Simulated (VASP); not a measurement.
# Si16C (a cell with a defect) in VASP: single point with PBEsol

Aim: the single point of Si16C (a cell with a defect) with PBEsol.

Everything below comes from runs of VASP 6.6.1. Logs are shortened: lines on timing, memory, paths and dates and some standing lists are left out, and cuts for length are marked.

## Step 1: The cell of the first run

The cell holds a defect, 17 atoms: a = 7.679 Å, b = 7.679 Å, c = 7.679 Å, α = 60.00°, β = 60.00°, γ = 60.00°.

## Step 2: Single point, PBEsol, collinear spin

Input file INCAR:

```
PREC = Accurate
ENCUT = 520
EDIFF = 1E-7
ISMEAR = -1
SIGMA = 0.05
LREAL = Auto
LASPH = True
NELM = 150
ALGO = Normal
ISIF = 2
LWAVE = False
LCHARG = False
ISPIN = 2
MAGMOM = 0 0 0 0 0 0 0 0 0 0 0 0 0 0 0 0 1
LORBIT = 11
GGA = PS
NBANDS = 52
```

Input file KPOINTS:

```
Automatic mesh
0
Gamma
  2 2 2
```

Input file POSCAR:

```
Si16C
1.0
    0.0000000000      5.4300000000      5.4300000000
    5.4300000000      0.0000000000      5.4300000000
    5.4300000000      5.4300000000      0.0000000000
Si C
16 1
Direct
    0.0068139963     -0.0612891344      0.0773112339
    0.1313996317      0.0852117864      0.2112707182
   -0.0182320442     -0.0255616943      0.5880478821
    0.1993093923      0.0692541436      0.6958103131
   -0.0144106814      0.4798802947      0.0736003683
    0.1409760589      0.5639226519      0.1921546961
    0.0091988950      0.4499723757      0.5721823204
    0.1131952118      0.6011510129      0.6975230203
    0.5038213628     -0.0204511971      0.0583885820
    0.7256629834      0.2766390424     -0.2429373849
    0.6010220994      0.0840607735      0.2268784530
    0.5931675875      0.0825598527      0.6581583794
    0.5119244936      0.4477624309      0.0433425414
    0.6169060773      0.6023756906      0.1665009208
    0.4846316759      0.4977992634      0.5359392265
    0.6315930018      0.6601381215      0.6286095764
    0.5076703499      0.9684254144      0.5510957643
```

Potentials or basis: VASP PAW PBE potentials, release 64 (Si, C).

Started as:

```console
> cat potpaw_PBE.64/Si/POTCAR potpaw_PBE.64/C/POTCAR > POTCAR
> mpirun -np 1 vasp_std > vasp.out
```

OUTCAR:

```text
PREC = Accurate
   ENCUT = 520
   EDIFF = 1E-7
   ISMEAR = -1
   LREAL = Auto
   LASPH = True
   NELM = 150
   ISIF = 2
   ISPIN = 2
   LORBIT = 11
   GGA = PS

 ion  position               nearest neighbor table
   1  0.007  0.939  0.077-   6 2.35   4 2.45   2 2.54  11 2.55
   2  0.131  0.085  0.211-   9 2.34   3 2.37   5 2.48   1 2.54
   3  0.982  0.974  0.588-   8 2.34   2 2.37  12 2.50  10 2.61   4 2.68
   4  0.199  0.069  0.696-  17 1.96   7 2.43   1 2.45   3 2.68  12 2.94  10 3.04
   5  0.986  0.480  0.074-   6 2.26  14 2.32   8 2.36   2 2.48
   6  0.141  0.564  0.192-   5 2.26  13 2.33   1 2.35   7 2.38
   7  0.009  0.450  0.572-   6 2.38   8 2.39   4 2.43  16 2.44  10 2.54
   8  0.113  0.601  0.698-  15 2.34   3 2.34   5 2.36   7 2.39
   9  0.504  0.980  0.058-  11 2.34   2 2.34  14 2.37  12 2.56  10 2.85
  10  0.726  0.277  0.757-  16 2.42  15 2.51  13 2.53   7 2.54   3 2.61  12 2.69   9 2.85  11 2.96
                             4 3.04
  11  0.601  0.084  0.227-  17 2.04  13 2.32   9 2.34   1 2.55  10 2.96
  12  0.593  0.083  0.658-  17 1.93   3 2.50   9 2.56  15 2.62  10 2.69   4 2.94
  13  0.512  0.448  0.043-  11 2.32   6 2.33  14 2.41  10 2.53  16 2.65
  14  0.617  0.602  0.167-  15 2.32   5 2.32   9 2.37  13 2.41
  15  0.485  0.498  0.536-  14 2.32   8 2.34  10 2.51  16 2.54  12 2.62
  16  0.632  0.660  0.629-  17 1.94  10 2.42   7 2.44  15 2.54  13 2.65
  17  0.508  0.968  0.551-  12 1.93  16 1.94   4 1.96  11 2.04

  LATTYP: Found a face centered cubic cell.
 ALAT       =    10.8600000000

  Lattice vectors:

 A1 = (   0.0000000000,   5.4300000000,   5.4300000000)
 A2 = (   5.4300000000,   0.0000000000,   5.4300000000)
 A3 = (   5.4300000000,   5.4300000000,   0.0000000000)

Analysis of symmetry for initial positions (statically):
=====================================================================
 Subroutine PRICEL returns:
 Original cell was already a primitive cell.

 Routine SETGRP: Setting up the symmetry group for a
 face centered cubic supercell.

 Subroutine GETGRP returns: Found  1 space group operations
 (whereof  1 operations were pure point group operations)
 out of a pool of 48 trial point group operations.

The static configuration has the point symmetry C_1 .

Analysis of symmetry for dynamics (positions and initial velocities):
=====================================================================
 Subroutine PRICEL returns:
 Original cell was already a primitive cell.

 Routine SETGRP: Setting up the symmetry group for a
 face centered cubic supercell.

 Subroutine GETGRP returns: Found  1 space group operations
 (whereof  1 operations were pure point group operations)
 out of a pool of 48 trial point group operations.

The dynamic configuration has the point symmetry C_1 .

Analysis of structural, dynamic, and magnetic symmetry:
=====================================================================
 Subroutine PRICEL returns:
 Original cell was already a primitive cell.

 Routine SETGRP: Setting up the symmetry group for a
 face centered cubic supercell.

 Subroutine GETGRP returns: Found  1 space group operations
 (whereof  1 operations were pure point group operations)
 out of a pool of 48 trial point group operations.

The overall configuration has the point symmetry C_1 .

 Subroutine INISYM returns: Found  1 space group operations
 (whereof  1 operations are pure point group operations),
 and found     1 'primitive' translations

----------------------------------------------------------------------------------------

                                     Primitive cell

  volume of cell :     320.2060

  direct lattice vectors                    reciprocal lattice vectors
     0.000000000  5.430000000  5.430000000    -0.092081031  0.092081031  0.092081031
     5.430000000  0.000000000  5.430000000     0.092081031 -0.092081031  0.092081031
     5.430000000  5.430000000  0.000000000     0.092081031  0.092081031 -0.092081031

  length of vectors
     7.679179644  7.679179644  7.679179644     0.159489025  0.159489025  0.159489025

  position of ions in fractional coordinates (direct lattice)
     0.006813996  0.938710866  0.077311234
     0.131399632  0.085211786  0.211270718
     0.981767956  0.974438306  0.588047882
     0.199309392  0.069254144  0.695810313
     0.985589319  0.479880295  0.073600368
     0.140976059  0.563922652  0.192154696
[... 9 lines left out ...]
     0.631593002  0.660138121  0.628609576
     0.507670350  0.968425414  0.551095764

[... 64 lines left out ...]
 SYSTEM =  unknown system
   PREC   = accura    normal or accurate (medium, high low for compatibility)
   ISTART =      0    job   : 0-new  1-cont  2-samecut
   ICHARG =      2    charge: 1-file 2-atom 10-const
   ISPIN  =      2    spin polarized calculation?
   LNONCOLLINEAR =      F non collinear calculations
   LSORBIT =      F    spin-orbit coupling
   LASPH  =      T    aspherical Exc in radial PAW
   ENCUT  =  520.0 eV  38.22 Ry    6.18 a.u.  14.28 14.28 14.28*2*pi/ulx,y,z
   NELM   =    150;   NELMIN=  2; NELMDL= -5     # of ELM steps
   EDIFF  = 0.1E-06   stopping-criterion for ELM
   LREAL  =      T    real-space projection
   EDIFFG = 0.1E-05   stopping-criterion for IOM
   NSW    =      0    number of steps for IOM
   IBRION =     -1    ionic relax: 0-MD 1-quasi-New 2-CG
   NFREE  =      0    steps in history (QN), initial steepest desc. (CG)
   ISIF   =      2    stress and relaxation
   ISYM   =      2    0-nonsym 1-usesym 2-fastsym
   POTIM  = 0.5000    time-step for ionic-motion
   TEBEG  =    0.0;   TEEND  =   0.0 temperature during run
   PSTRESS=    0.0 pullay stress
   NELECT =      68.0000    total number of electrons
   NUPDOWN=      -1.0000    fix difference up-down
   EMIN   =  10.00;   EMAX   =-10.00  energy-range for DOS
   EFERMI =   0.00;   METHOD = LEGACY
   ISMEAR =    -1;   SIGMA  =   0.05  broadening in eV -4-tet -1-fermi 0-gaus
   EFERMI_NEDOS =   21; number of points for ismear=-14 and -15
   IALGO  =     38    algorithm
   IMIX   =      4    mixing-type and parameters
     AMIX     =   0.40;   BMIX     =  1.00
     AMIX_MAG =   1.60;   BMIX_MAG =  1.00
  volume/ion in A,a.u.               =      18.84       127.11
  Fermi-wavevector in a.u.,A,eV,Ry     =   0.976715  1.845724 12.979587  0.953973
  Thomas-Fermi vector in A             =   2.107356
   LORBIT       =     11    0 simple, 1 ext, 2 COOP (PROOUT), +10 PAW based schemes
   GGA     = PS    functional components
   LHFCALC =     F    Hartree Fock is set to
   AEXX    =    0.0000 exact exchange contribution
   IVDW    =     0    specifies the selected vdW correction
   LEPSILON=     F    determine dielectric tensor
   LRPA    =     F    only Hartree local field effects (RPA)
 spin polarized calculation
  energy-cutoff  :      520.00
  volume of cell :      320.21
 maximum number of plane-waves:      8646
 NGX is ok and might be reduce to    60
   NGX = 29   NGY = 29   NGZ = 29

 number of electron      68.0000000 magnetization      -0.0013020

 number of electron      68.0000000 magnetization       0.0000458

 Free energy of the ion-electron system (eV)
  ---------------------------------------------------
  ext. energy  EPLUGINS =         0.00000000
  ---------------------------------------------------
  free energy    TOTEN  =       -96.21241095 eV

  energy without entropy =      -96.16515809  energy(sigma->0) =      -96.18878452

 E-fermi :   6.2327     XC(G=0):  -9.7665

 val. band max:        6.2176130253   @ k =   0.0000   0.0000   0.0000
 cond. band min:       6.2497455488   @ k =   0.0000   0.0000   0.5000
 fundamental gap:      0.0321325235
 Fermi energy:         6.2327482248

 spin component 1

 k-point     1 :       0.0000    0.0000    0.0000
  band No.  band energies     occupation
      1      -7.1546      1.00000
      2      -5.4783      1.00000
      3      -3.9504      1.00000
      4      -3.7048      1.00000
      5      -3.6221      1.00000
      6      -3.2799      1.00000
[... 381 lines left out ...]
     45       9.7670      0.00000
     46       9.8967      0.00000
 Fermi energy:         6.2327482248

 spin component 2

 k-point     1 :       0.0000    0.0000    0.0000
  band No.  band energies     occupation
      1      -7.1546      1.00000
      2      -5.4783      1.00000
      3      -3.9504      1.00000
      4      -3.7048      1.00000
      5      -3.6221      1.00000
      6      -3.2799      1.00000
[... 381 lines left out ...]
     45       9.7670      0.00000
     46       9.8967      0.00000
 [bands above 46 left out]

------------------------ aborting loop because EDIFF is reached ----------------------------------------

  FORCE on cell =-STRESS in cart. coord.  units (eV):
  Direction    XX          YY          ZZ          XY          YZ          ZX
  --------------------------------------------------------------------------------------
  -------------------------------------------------------------------------------------
  Total       -8.5519585     -7.4246097     -7.1946798     -1.6780544     -0.0173890      1.6130453
  in kB      -42.7904331    -37.1496498    -35.9991767     -8.3962843     -0.0870075      8.0710058
  external PRESSURE =     -38.6464198 kB  Pullay stress =       0.0000000 kB

 VOLUME and BASIS-vectors are now :
 -----------------------------------------------------------------------------
  energy-cutoff  :      520.00
  volume of cell :      320.21
      direct lattice vectors                 reciprocal lattice vectors
     0.000000000  5.430000000  5.430000000    -0.092081031  0.092081031  0.092081031
     5.430000000  0.000000000  5.430000000     0.092081031 -0.092081031  0.092081031
     5.430000000  5.430000000  0.000000000     0.092081031  0.092081031 -0.092081031

 POSITION                                       TOTAL-FORCE (eV/Angst)
 -----------------------------------------------------------------------------------
      5.51700      0.45680      5.13420         1.056255      0.054813      0.749088
      1.60990      1.86070      1.17620        -0.079176     -1.201374     -0.439038
      8.48430      8.52410     10.62220         0.275078     -0.132121      0.633587
      4.15430      4.86050      1.45830        -0.279542     -0.737128     -0.697314
      3.00540      5.75140      7.95750        -1.385159      0.313717     -0.883605
      4.10550      1.80890      3.82760         0.929618      0.041899      0.353471
[... 9 lines left out ...]
      6.99790      6.84290      7.01410         0.729218     -0.603102      0.206438
      8.25100      5.74910      8.01520        -0.121831     -0.401055      0.009289
 -----------------------------------------------------------------------------------
    total drift:                               -0.002883     -0.003592     -0.003088

  FREE ENERGIE OF THE ION-ELECTRON SYSTEM (eV)
  ---------------------------------------------------
  free  energy   TOTEN  =       -96.2124109467 eV

  energy  without entropy=      -96.1651580871  energy(sigma->0) =      -96.18878452

 total charge

# of ion       s       p       d       tot
------------------------------------------
    1        0.750   0.858   0.000   1.608
    2        0.753   0.885   0.000   1.638
    3        0.745   0.884   0.000   1.630
    4        0.773   0.803   0.000   1.576
    5        0.742   0.954   0.000   1.696
    6        0.749   0.950   0.000   1.699
[... 9 lines left out ...]
   16        0.782   0.806   0.000   1.588
   17        0.882   1.499   0.000   2.380
--------------------------------------------------
tot         13.057  15.457   0.000  28.514

 magnetization (x)

# of ion       s       p       d       tot
------------------------------------------
    1        0.000   0.000   0.000   0.000
    2       -0.000  -0.000   0.000  -0.000
    3       -0.000  -0.000   0.000  -0.000
    4        0.000  -0.000   0.000  -0.000
    5       -0.000  -0.000   0.000  -0.000
    6       -0.000  -0.000   0.000  -0.000
[... 9 lines left out ...]
   16        0.000   0.000   0.000   0.000
   17       -0.000  -0.000   0.000  -0.000
--------------------------------------------------
tot          0.000   0.000   0.000   0.000
```

Run time: 8 min. Hardware: 1 thread of Intel Xeon Platinum 8259CL at 2.50GHz (Skylake/Cascade Lake), shared host; peak memory 0.71 GiB.

What came out:

| Item | Value |
| --- | --- |
| Free energy | -96.2124 eV |
| Pressure | -3.9 GPa |
| Largest force | 1.714 eV/Å |
| Band gap on the k mesh | zero (filled and empty bands overlap) |
| Net moment | 0.00 μB per cell |
| Valence electrons inside the program's atomic spheres | Si 1.61, 1.64, 1.63, 1.58, 1.70, 1.68, 1.59, 1.60, 1.57, 1.66 (each value once); C 2.38 |

Forces on the atoms (eV/Å):
```
Si   1.056  0.055  0.749
Si  -0.079 -1.201 -0.439
Si   0.275 -0.132  0.634
Si  -0.280 -0.737 -0.697
Si  -1.385  0.314 -0.884
Si   0.930  0.042  0.353
Si  -0.117  0.022  0.294
Si   0.114 -0.060 -0.249
Si  -0.589 -0.758 -0.104
Si  -0.664  0.977 -0.771
Si  -0.610  1.602 -0.024
Si   0.526  0.439  0.233
Si   0.406 -0.280  0.849
Si  -0.067 -0.270  0.238
Si  -0.125  0.992 -0.400
Si   0.729 -0.603  0.206
C   -0.122 -0.401  0.009
```

Caveat: the k points lie up to 0.50 Å⁻¹ apart; the PAW data sets were made with another functional, which shifts forces and pressure a little.
